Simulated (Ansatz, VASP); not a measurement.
Two plane-wave programs on As

INCAR

```
SYSTEM = As
PREC = Accurate ; ENCUT = 520
EDIFF = 1E-6 ; ISMEAR = 0
SIGMA = 0.02 ; LREAL = .FALSE.
LASPH = .TRUE. ; NELM = 60
ALGO = Normal ; ISIF = 2
LWAVE = .FALSE. ; LCHARG = .FALSE.
LDIPOL = .TRUE. ; IDIPOL = 3
DIPOL = 0.5 0.5 0.500 ; GGA = PE
NBANDS = 12
```

KPOINTS

```
Automatic mesh
0
G
  9 9 1
  0 0 0
```

The input POSCAR:

```
As
1.0
    3.4390000000      0.0000000000      0.0000000000
   -1.7195000000      2.9782613636      0.0000000000
    0.0000000000      0.0000000000     28.0000000000
As
2
Direct
    0.3333333333      0.6666666667      0.5212857143
    0.6666666667      0.3333333333      0.4787142857
```

Input for Ansatz:

```yaml
crystal:
  lattice:
    - [3.439, 0.0, 0.0]
    - [-1.7195, 2.9782613636, 0.0]
    - [0.0, 0.0, 28.0]
  atoms:
    - { symbol: As, position: [0.3333333333, 0.6666666667, 0.5212857143] }
    - { symbol: As, position: [0.6666666667, 0.3333333333, 0.4787142857] }
  periodic: [true, true, false]
basis:
  ecutwfc: 420
kpoints:
  mp_grid: { grid: [9, 9, 1] }
hamiltonian:
  xc: pbe
scf:
  occupations: { method: gaussian, width: 0.02 }
output:
  forces: true
  stress: true
  eigenvalues: true
```

Alike in both runs: task single point; functional PBE; k mesh 9 × 9 × 1; occupations gaussian, width 0.02 eV; no spin polarisation.

|  | VASP | Ansatz |
| --- | --- | --- |
| version | VASP 6.6.1 | Ansatz 0.2.0 |
| potentials or method | VASP PAW PBE potentials, release 64 (As), cutoff 520 eV | scalar-relativistic, plane waves, PAW |
| valence electrons in the cell | 10 | 30 |

```csv
,VASP,Ansatz,Ansatz less VASP
gap on the k mesh at the Fermi level (eV),1.56,1.62,+0.056
least direct gap on the mesh (eV),1.91,1.96,+0.052
rms of the force components (eV/Å),2.361,2.245,-0.1162
```

Atom by atom the forces differ by 0.116 eV/Å (rms over components). VASP's potentials hold 10 valence electrons a cell and Ansatz's 30, so a difference there can come from the potentials and not from the codes.
